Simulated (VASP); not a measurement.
# FeO (R-3m) in VASP: notebook

Runs on FeO. Level: PBE+U. Tasks: single point.

Program: VASP 6.6.1. These are calculated values, not measurements. Logs are shortened: lines on timing, memory, paths and dates and some standing lists are left out, and cuts for length are marked.

## Step 1: The cell of the first run

It takes space group R-3m (No. 166, trigonal). Conventional cell: a = 3.038 Å, b = 3.038 Å, c = 7.559 Å, α = 90.00°, β = 90.00°, γ = 120.00°. Fe (site symmetry -3m) has 6 O at 2.16 Å within 2.9 Å. O (site symmetry -3m) has 6 Fe at 2.16 Å within 2.9 Å.

## Step 2: Single point, PBE+U, collinear spin, ferromagnetic start

Contents of INCAR:

```
ALGO = Normal
EDIFF = 1E-6
ENCUT = 520
GGA = PE
ISIF = 2
ISMEAR = -1
ISPIN = 2
LASPH = True
LCHARG = True
LDAU = True
LDAUJ = 0 0
LDAUL = 2 -1
LDAUPRINT = 1
LDAUTYPE = 2
LDAUU = 4 0
LELF = True
LMAXMIX = 4
LORBIT = 11
LREAL = False
LVHAR = True
LWAVE = False
MAGMOM = 4 4 0 0
NBANDS = 26
NELM = 150
PREC = Accurate
SIGMA = 0.05
```

Contents of KPOINTS:

```
k-points
0
Gamma
  9 9 5
```

Contents of POSCAR:

```
FeO
1.0
    1.5188209000      0.8768916600      2.5195772800
   -1.5188209000      0.8768916600      2.5195772800
    0.0000000000     -3.5075666300      5.0391545700
Fe O
2 2
Direct
    0.0000000000      0.0000000000      0.0000000000
    0.0000000000      0.0000000000      0.5000000000
    0.5000000000      0.5000000000      0.2500000000
    0.5000000000      0.5000000000      0.7500000000
```

Potentials or basis: VASP PAW PBE potentials, release 64 (Fe, O).

On the command line:

```sh
> cat potpaw_PBE.64/Fe/POTCAR potpaw_PBE.64/O/POTCAR > POTCAR
> mpirun -np 1 vasp_std > vasp.out
```

OUTCAR:

```text
EDIFF = 1E-6
   ENCUT = 520
   GGA = PE
   ISIF = 2
   ISMEAR = -1
   ISPIN = 2
   LASPH = True
   LORBIT = 11
   LREAL = False
   NELM = 150
   PREC = Accurate

 ion  position               nearest neighbor table
   1  0.000  0.000  0.000-   3 2.16   4 2.16   3 2.16   4 2.16   4 2.16   3 2.16   2 3.04   2 3.04
                             2 3.04   2 3.04   2 3.07   2 3.07
   2  0.000  0.000  0.500-   3 2.16   4 2.16   3 2.16   4 2.16   3 2.16   4 2.16   1 3.04   1 3.04
                             1 3.04   1 3.04   1 3.07   1 3.07
   3  0.500  0.500  0.250-   1 2.16   2 2.16   1 2.16   2 2.16   1 2.16   2 2.16
   4  0.500  0.500  0.750-   1 2.16   2 2.16   1 2.16   2 2.16   2 2.16   1 2.16

  LATTYP: Found a base centered monoclinic cell.
 ALAT       =     5.3356194217
 B/A-ratio  =     0.5693138059
 C/A-ratio  =     0.9860804406
 COS(beta)  =    -0.3286934790

  Lattice vectors:

 A1 = (   1.5188209000,   0.8768916600,   2.5195772800)
 A2 = (  -1.5188209000,   0.8768916600,   2.5195772800)
 A3 = (   0.0000000000,  -5.2613499500,   0.0000000100)

Analysis of symmetry for initial positions (statically):
=====================================================================
 Subroutine PRICEL returns following result:

  LATTYP: Found a trigonal (rhomboedric) cell.
 ALAT       =     3.0698575829
 COS(alpha) =     0.5104391612
[... 12 lines left out ...]
 Subroutine GETGRP returns: Found  4 space group operations
 (whereof  4 operations were pure point group operations)
 out of a pool of  4 trial point group operations.

The static configuration has the point symmetry C_2h.

Analysis of symmetry for dynamics (positions and initial velocities):
=====================================================================
 Subroutine PRICEL returns following result:

  LATTYP: Found a trigonal (rhomboedric) cell.
 ALAT       =     3.0698575829
 COS(alpha) =     0.5104391612
[... 12 lines left out ...]
 Subroutine GETGRP returns: Found  4 space group operations
 (whereof  4 operations were pure point group operations)
 out of a pool of  4 trial point group operations.

The dynamic configuration has the point symmetry C_2h.
[... 222 lines left out ...]
  o =  0.3123  v =  0.0000  0.0000  0.0000  0.0000  0.0000 -0.0000 -0.4676 -0.5472 -0.0000 -0.6942      0.0000  0.0000  0.0000  0.0000  0.0000  0.0000  0.0000  0.0000  0.0000  0.0000
  o =  0.3143  v =  0.0000  0.0000  0.0000  0.0000  0.0000  0.8264 -0.0000 -0.0000  0.5630 -0.0000      0.0000  0.0000  0.0000  0.0000  0.0000  0.0000  0.0000  0.0000  0.0000  0.0000
  o =  0.3162  v =  0.0000  0.0000  0.0000  0.0000  0.0000  0.0000  0.3009 -0.8370  0.0000  0.4571      0.0000  0.0000  0.0000  0.0000  0.0000  0.0000  0.0000  0.0000  0.0000  0.0000
  o =  0.9675  v = -0.0000  0.5689 -0.0427 -0.0000  0.8213  0.0000  0.0000  0.0000  0.0000  0.0000      0.0000  0.0000  0.0000  0.0000  0.0000  0.0000  0.0000  0.0000  0.0000  0.0000
  o =  0.9675  v =  0.8216  0.0000 -0.0000  0.5701  0.0000  0.0000  0.0000  0.0000  0.0000  0.0000      0.0000  0.0000  0.0000  0.0000  0.0000  0.0000  0.0000  0.0000  0.0000  0.0000
  o =  0.9677  v =  0.0000  0.0247  0.9991  0.0000  0.0348  0.0000  0.0000  0.0000  0.0000  0.0000      0.0000  0.0000  0.0000  0.0000  0.0000  0.0000  0.0000  0.0000  0.0000  0.0000
  o =  1.0143  v = -0.5701 -0.0000  0.0000  0.8216  0.0000  0.0000  0.0000  0.0000  0.0000  0.0000      0.0000  0.0000  0.0000  0.0000  0.0000  0.0000  0.0000  0.0000  0.0000  0.0000
  o =  1.0143  v =  0.0000 -0.8220  0.0005 -0.0000  0.5695  0.0000  0.0000  0.0000  0.0000  0.0000      0.0000  0.0000  0.0000  0.0000  0.0000  0.0000  0.0000  0.0000  0.0000  0.0000

 number of electron      27.9999999 magnetization       8.0049766

 Free energy of the ion-electron system (eV)
  ---------------------------------------------------
  ext. energy  EPLUGINS =         0.00000000
  ---------------------------------------------------
  free energy    TOTEN  =       -25.92197875 eV

  energy without entropy =      -25.90068794  energy(sigma->0) =      -25.91133335

 E-fermi :   6.6436     XC(G=0): -12.1221

 val. band max:        6.6415655087   @ k =  -0.2222   0.4444   0.4000
 cond. band min:       6.6437669969   @ k =  -0.3333   0.3333   0.0000
 fundamental gap:      0.0022014882
 Fermi energy:         6.6436355455

 spin component 1

 k-point     1 :       0.0000    0.0000    0.0000
  band No.  band energies     occupation
      1     -14.3232      1.00000
      2     -13.1286      1.00000
      3      -2.8699      1.00000
      4      -1.7417      1.00000
      5      -1.6564      1.00000
      6       0.1848      1.00000
[... 1385 lines left out ...]
     25      19.8820      0.00000
     26      21.6067      0.00000

 [... further k-points ...]
[... 5 lines left out ...]
  --------------------------------------------------------------------------------------
  -------------------------------------------------------------------------------------
  Total       -0.1862170     -0.2704845     -0.5376976      0.0000000      0.0174852      0.0000000
  in kB       -7.4091534    -10.7619630    -21.3937653      0.0000000      0.6956951      0.0000000
  external PRESSURE =     -13.1882939 kB  Pullay stress =       0.0000000 kB

 VOLUME and BASIS-vectors are now :
 -----------------------------------------------------------------------------
  energy-cutoff  :      520.00
  volume of cell :       40.27
      direct lattice vectors                 reciprocal lattice vectors
     1.518820900  0.876891660  2.519577280     0.329202739  0.190065289  0.132297324
    -1.518820900  0.876891660  2.519577280    -0.329202739  0.190065289  0.132297324
     0.000000000 -3.507566630  5.039154570     0.000000000 -0.190065289  0.066148662

 POSITION                                       TOTAL-FORCE (eV/Angst)
 -----------------------------------------------------------------------------------
      0.00000      0.00000      0.00000        -0.000000     -0.000000     -0.000000
      0.00000     -1.75378      2.51958        -0.000000     -0.000000     -0.000000
      0.00000      0.00000      3.77937         0.000000      0.000000      0.000000
      0.00000     -1.75378      6.29894         0.000000      0.000000      0.000000
 -----------------------------------------------------------------------------------
    total drift:                               -0.000000     -0.000000     -0.000000

  FREE ENERGIE OF THE ION-ELECTRON SYSTEM (eV)
  ---------------------------------------------------
  free  energy   TOTEN  =       -25.9219787480 eV

  energy  without entropy=      -25.9006879447  energy(sigma->0) =      -25.91133335

 total charge

# of ion       s       p       d       tot
------------------------------------------
    1        0.292   0.363   6.071   6.726
    2        0.292   0.363   6.071   6.726
    3        1.553   3.456   0.000   5.009
    4        1.553   3.456   0.000   5.009
--------------------------------------------------
tot          3.689   7.638  12.143  23.470

 magnetization (x)

# of ion       s       p       d       tot
------------------------------------------
    1        0.026   0.020   3.764   3.810
    2        0.026   0.020   3.764   3.810
    3        0.022   0.185   0.000   0.207
    4        0.022   0.185   0.000   0.207
--------------------------------------------------
tot          0.096   0.411   7.529   8.035
```

OSZICAR:

```text
N       E                     dE             d eps       ncg     rms          rms(c)
DAV:   1     0.240694772759E+03    0.24069E+03   -0.13577E+04 12320   0.133E+03
DAV:   2    -0.451944710774E+01   -0.24521E+03   -0.21927E+03 12364   0.304E+02
[... 15 lines left out ...]
DAV:  18    -0.259220783135E+02    0.56052E-04   -0.12788E-04 17210   0.774E-02    0.476E-02
DAV:  19    -0.259220098119E+02    0.68502E-04   -0.20790E-04 17608   0.979E-02    0.330E-02
DAV:  20    -0.259219819962E+02    0.27816E-04   -0.21196E-04 16992   0.940E-02    0.136E-02
DAV:  21    -0.259219802460E+02    0.17502E-05   -0.30314E-05 15734   0.313E-02    0.744E-03
DAV:  22    -0.259219790408E+02    0.12052E-05   -0.98452E-06  7376   0.127E-02    0.367E-03
DAV:  23    -0.259219787480E+02    0.29285E-06   -0.38295E-06  6412   0.648E-03
   1 F= -.25921979E+02 E0= -.25911333E+02  d E =-.212908E-01  mag=     8.0050
```

stdout:

```text
POSCAR found type information on POSCAR FeO
 POSCAR found :  2 types and       4 ions
 scaLAPACK will be used
 LDA part: xc-table for (Slater+PW92), standard interpolation
 POSCAR, INCAR and KPOINTS ok, starting setup
 FFT: planning ... GRIDC
 FFT: planning ... GRID_SOFT
 FFT: planning ... GRID
 WAVECAR not read
 entering main loop
```

Wall time 11 min (1 thread of Intel Xeon 8259CL, shared host); peak memory 0.32 GiB.

Results:

| Property | Result |
| --- | --- |
| Free energy | -25.9220 eV |
| Pressure | -1.3 GPa |
| Band gap on the k mesh | zero (filled and empty bands overlap) |
| Net moment | 8.00 μB per cell |
| Site moments | Fe +3.81; O +0.21 μB |
| Valence electrons inside the program's atomic spheres | Fe 6.73; O 5.01 |

Levels at points of the mesh, in eV from the Fermi level:
Spin up:
| k point | band 14 | band 15 | band 16 | band 17 | band 18 | band 19 | band 20 | band 21 | band 22 | band 23 |
| --- | --- | --- | --- | --- | --- | --- | --- | --- | --- | --- |
| (0.00, 0.00, 0.00) | -4.11 | -4.01 | -4.00 | -1.84 | -1.82 | -0.36 | 3.61 | 8.00 | 11.83 | 12.03 |
Spin down:
| k point | band 6 | band 7 | band 8 | band 9 | band 10 | band 11 | band 12 | band 13 | band 14 | band 15 |
| --- | --- | --- | --- | --- | --- | --- | --- | --- | --- | --- |
| (0.00, 0.00, 0.00) | -3.72 | -3.61 | -3.61 | -0.78 | -0.68 | -0.68 | 0.36 | 0.39 | 0.48 | 0.60 |

Eigenvalues of the final occupation matrices:
| site | spin | trace | eigenvalues |
| --- | --- | --- | --- |
| site 1 d | 1 | 4.93 | 0.97 0.97 0.97 1.01 1.01 |
| site 1 d | 2 | 1.16 | 0.11 0.11 0.31 0.31 0.32 |
| site 2 d | 1 | 4.93 | 0.97 0.97 0.97 1.01 1.01 |
| site 2 d | 2 | 1.16 | 0.11 0.11 0.31 0.31 0.32 |

Caveat: the run started ferromagnetic, and an antiferromagnetic order may lie lower in energy.

## Step 3: Single point, PBE+U, collinear spin, antiferromagnetic start

Contents of INCAR:

```
  PREC = Accurate
  ENCUT = 520
  EDIFF = 1E-6
  ISMEAR = -1
  SIGMA = 0.05
  LREAL = False
  LASPH = True
  NELM = 150
  ALGO = Normal
  ISIF = 2
  LWAVE = False
  LCHARG = True
  ISPIN = 2
  MAGMOM = 4 -4 0 0
  LORBIT = 11
  LMAXMIX = 4
  LDAU = True
  LDAUTYPE = 2
  LDAUL = 2 -1
  LDAUU = 4 0
  LDAUJ = 0 0
  LDAUPRINT = 1
  GGA = PE
  LELF = True
  LVHAR = True
  NBANDS = 26
```

Contents of KPOINTS:

```
Automatic mesh
0
Gamma
  9 9 5
```

POSCAR is that of step 2.

Potentials or basis: VASP PAW PBE potentials, release 64 (Fe, O).

On the command line:

```sh
> cat potpaw_PBE.64/Fe/POTCAR potpaw_PBE.64/O/POTCAR > POTCAR
> mpirun -np 1 vasp_std > vasp.out
```

OUTCAR:

```text
PREC = Accurate
   ENCUT = 520
   EDIFF = 1E-6
   ISMEAR = -1
   LREAL = False
   LASPH = True
   NELM = 150
   ISIF = 2
   ISPIN = 2
   LORBIT = 11
   GGA = PE

 ion  position               nearest neighbor table
   1  0.000  0.000  0.000-   3 2.16   4 2.16   3 2.16   4 2.16   4 2.16   3 2.16   2 3.04   2 3.04
                             2 3.04   2 3.04   2 3.07   2 3.07
   2  0.000  0.000  0.500-   3 2.16   4 2.16   3 2.16   4 2.16   3 2.16   4 2.16   1 3.04   1 3.04
                             1 3.04   1 3.04   1 3.07   1 3.07
   3  0.500  0.500  0.250-   1 2.16   2 2.16   1 2.16   2 2.16   1 2.16   2 2.16
   4  0.500  0.500  0.750-   1 2.16   2 2.16   1 2.16   2 2.16   2 2.16   1 2.16

  LATTYP: Found a base centered monoclinic cell.
 ALAT       =     5.3356194217
 B/A-ratio  =     0.5693138059
 C/A-ratio  =     0.9860804406
 COS(beta)  =    -0.3286934790

  Lattice vectors:

 A1 = (   1.5188209000,   0.8768916600,   2.5195772800)
 A2 = (  -1.5188209000,   0.8768916600,   2.5195772800)
 A3 = (   0.0000000000,  -5.2613499500,   0.0000000100)

[... 1694 lines left out ...]
     25      19.4143      0.00000
     26      21.2324      0.00000

 [... further k-points ...]
[... 5 lines left out ...]
  --------------------------------------------------------------------------------------
  -------------------------------------------------------------------------------------
  Total        0.0395892      1.4080059     -0.1493489      0.0000000     -0.4826682      0.0000000
  in kB        1.5751624     56.0213557     -5.9422554      0.0000000    -19.2042699      0.0000000
  external PRESSURE =      17.2180876 kB  Pullay stress =       0.0000000 kB

 VOLUME and BASIS-vectors are now :
 -----------------------------------------------------------------------------
  energy-cutoff  :      520.00
  volume of cell :       40.27
      direct lattice vectors                 reciprocal lattice vectors
     1.518820900  0.876891660  2.519577280     0.329202739  0.190065289  0.132297324
    -1.518820900  0.876891660  2.519577280    -0.329202739  0.190065289  0.132297324
     0.000000000 -3.507566630  5.039154570     0.000000000 -0.190065289  0.066148662

 POSITION                                       TOTAL-FORCE (eV/Angst)
 -----------------------------------------------------------------------------------
      0.00000      0.00000      0.00000        -0.000000      0.000000      0.000000
      0.00000     -1.75378      2.51958        -0.000000      0.000000      0.000000
      0.00000      0.00000      3.77937         0.000000      0.000000      0.000000
      0.00000     -1.75378      6.29894        -0.000000     -0.000000     -0.000000
 -----------------------------------------------------------------------------------
    total drift:                               -0.000000     -0.000000     -0.000000

  FREE ENERGIE OF THE ION-ELECTRON SYSTEM (eV)
  ---------------------------------------------------
  free  energy   TOTEN  =       -25.9970527780 eV

  energy  without entropy=      -25.9703670128  energy(sigma->0) =      -25.98370990

 total charge

# of ion       s       p       d       tot
------------------------------------------
    1        0.289   0.359   6.113   6.761
    2        0.289   0.359   6.113   6.761
    3        1.556   3.452   0.000   5.008
    4        1.556   3.452   0.000   5.008
--------------------------------------------------
tot          3.689   7.622  12.227  23.538

 magnetization (x)

# of ion       s       p       d       tot
------------------------------------------
    1        0.010   0.009   3.691   3.710
    2       -0.010  -0.009  -3.691  -3.710
    3        0.000   0.000   0.000   0.000
    4        0.000   0.000   0.000   0.000
--------------------------------------------------
tot          0.000   0.000   0.000   0.000
```

OSZICAR:

```text
N       E                     dE             d eps       ncg     rms          rms(c)
DAV:   1     0.240591830492E+03    0.24059E+03   -0.13287E+04 12352   0.131E+03
DAV:   2    -0.352150463816E+01   -0.24411E+03   -0.21972E+03 12294   0.306E+02
DAV:   3    -0.305065229941E+02   -0.26985E+02   -0.25885E+02 13904   0.119E+02
[... 20 lines left out ...]
DAV:  24    -0.259970456608E+02   -0.29590E-04   -0.16384E-03 18928   0.178E-01    0.170E-02
DAV:  25    -0.259970444228E+02    0.12381E-05   -0.55683E-04 19520   0.105E-01    0.762E-03
DAV:  26    -0.259970527251E+02   -0.83024E-05   -0.15158E-04 17658   0.554E-02    0.797E-03
DAV:  27    -0.259970527658E+02   -0.40619E-07   -0.25610E-05 12706   0.277E-02    0.405E-03
DAV:  28    -0.259970527780E+02   -0.12238E-07   -0.38208E-06  7258   0.129E-02
   1 F= -.25997053E+02 E0= -.25983710E+02  d E =-.266858E-01  mag=    -0.0000
```

stdout:

```text
POSCAR found type information on POSCAR FeO
 POSCAR found :  2 types and       4 ions
 scaLAPACK will be used
 LDA part: xc-table for (Slater+PW92), standard interpolation
 POSCAR, INCAR and KPOINTS ok, starting setup
 FFT: planning ... GRIDC
 FFT: planning ... GRID_SOFT
 FFT: planning ... GRID
 WAVECAR not read
 entering main loop
```

It took 14 min on 1 thread of Intel Xeon 8259CL, shared host; peak memory 0.32 GiB.

Results:

| Property | Result |
| --- | --- |
| Free energy | -25.9971 eV |
| Pressure | 1.7 GPa |
| Band gap on the k mesh | zero (filled and empty bands overlap) |
| Net moment | 0.00 μB per cell |
| Site moments | Fe +3.71, -3.71; O +0.00 μB |
| Valence electrons inside the program's atomic spheres | Fe 6.76; O 5.01 |

Eigenvalues of the final occupation matrices:
```
    site  spin  trace               eigenvalues
site 1 d     1   4.92  0.97 0.97 0.97 1.01 1.01
site 1 d     2   1.22  0.05 0.11 0.11 0.47 0.48
site 2 d     1   1.22  0.05 0.11 0.11 0.47 0.48
site 2 d     2   4.92  0.97 0.97 0.97 1.01 1.01
```

Caveat: the stress differs along the axes, from -1 to 6 GPa. The state reached can hang on the start; a lower one may exist.
